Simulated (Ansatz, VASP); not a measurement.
# KCd2P2 in VASP and in Ansatz

```
CELL_PARAMETERS angstrom
4.99167 0.00000 0.00000
-2.49583 4.32291 0.00000
0.00000 0.00000 6.28491
ATOMIC_POSITIONS crystal
K 0.66667 0.33333 0.00000
Cd 0.66667 0.33333 0.50000
Cd 0.33333 0.66667 0.00000
P 0.00000 0.00000 0.67786
P 0.00000 0.00000 0.32214
```

Change from the starting cell: species swapped into the Sr2ZnAs2 type (P-6m2, No. 187).

Alike in both runs: functional PBE; k mesh 6 × 6 × 4; occupations gaussian, width 0.1 eV; no spin polarisation.

Ansatz relaxed the structure, and its values are those at the end. VASP's run is a single point on that final structure, the one shown.

```csv
,VASP,Ansatz
version,VASP 6.6.1,Ansatz 0.2.0
potentials or method,"VASP PAW PBE potentials, release 64 (K_sv, Cd, P), cutoff 500 eV","scalar-relativistic, plane waves, PAW"
valence electrons in the cell,43,59
```

|  | VASP | Ansatz | Ansatz less VASP |
| --- | --- | --- | --- |
| gap on the k mesh at the Fermi level (eV) | none | none | - |
| pressure (GPa) | 0.0 | 0.0 | -0.08 |
| rms of the force components (eV/Å) | 0.016 | 0.001 | -0.0149 |

A gap of «none» marks a metal or a gap that the smearing closes. With one functional, cell and mesh, what is left measures potentials, basis and numerics. VASP's potentials hold 43 valence electrons a cell and Ansatz's 59, so a difference there can come from the potentials and not from the codes.
